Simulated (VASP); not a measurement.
The system is SiNi.

```
Ni Si
1.0
     2.98150    0.00000    0.00000
     0.00000    3.32349    0.00000
     0.00000    0.00000    4.73900
Ni Si
2 2
Direct
  0.50000 0.50000 0.34250
  0.00000 0.00000 0.65750
  0.50000 0.50000 0.84314
  0.00000 0.00000 0.15686
```

Base run:

```yaml
Program: VASP 6.6.1
Functional: BLYP
Potentials_or_basis: VASP PAW PBE potentials, release 64 (Ni, Si)
Cutoff: 520 eV
k_mesh: 9 × 8 × 6
Occupations: fermi-dirac, width 0.05 eV
Spin: collinear spin, ferromagnetic start
Starting_moments: "[1.0, 1.0, 0.0, 0.0] μB"
```

Its results: band gap on the k mesh zero (filled and empty bands overlap); pressure 8.3 GPa; net moment 0.00 μB per cell; largest force 0.218 eV/Å.

Problem. The run is repeated on the same cell with these changes: functional from BLYP to PBE. What comes out?

Solution. Band gap on the k mesh zero (filled and empty bands overlap); pressure -0.8 GPa; net moment 0.00 μB per cell; largest force 0.049 eV/Å.

PBE binds more tightly than BLYP, so the same cell stands under less pressure.

Caveats: the PAW data sets were made with another functional, which shifts forces and pressure a little (some runs).
